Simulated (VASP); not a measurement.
Here is a VASP 6.6.1 calculation.

File INCAR:

```
ALGO = Normal
EDIFF = 1E-6
ENCUT = 520
GGA = PS
ISIF = 2
ISMEAR = 0
LASPH = True
LCHARG = False
LREAL = False
LUSENCCL = False
LWAVE = False
NBANDS = 27
NELM = 80
PREC = Accurate
SIGMA = 0.03
```

File KPOINTS:

```
k-points
0
Gamma
  12 12 12
```

The input POSCAR:

```
InSe
1.0
    2.1113340148      1.2189792618      7.4626903157
   -2.1113340148      1.2189792618      7.4626903157
    0.0000000000     -2.4379585236      7.4626903157
In Se
2 2
Direct
    0.0000000000      0.0000000000      0.0000000000
    0.1122000000      0.1122000000      0.1122000000
    0.6155000000      0.6155000000      0.6155000000
    0.8300000000      0.8300000000      0.8300000000
```

Potentials or basis: VASP PAW PBE potentials, release 64 (In_d, Se).

Run with:

```console
$ cat potpaw_PBE.64/In_d/POTCAR potpaw_PBE.64/Se/POTCAR > POTCAR
$ mpirun -np 1 vasp_std > vasp.out
```

**Question.** Estimate the band gap on the k mesh.

**Answer.** 0.24 eV (least direct gap 0.27 eV).

**Question.** Estimate the pressure.

**Answer.** 0.9 GPa.

**Question.** Estimate the largest force.

**Answer.** 2.188 eV/Å.

Forces on the atoms (eV/Å):
```
In   0.000  0.000 -2.188
In   0.000  0.000  2.136
Se   0.000  0.000  0.001
Se   0.000  0.000  0.051
```

Caveat: the stress differs along the axes, from -3 to 9 GPa; the PAW data sets were made with another functional, which shifts forces and pressure a little; spin-orbit coupling is left out, which moves the levels of the heavy elements. A k mesh can miss the band edges.
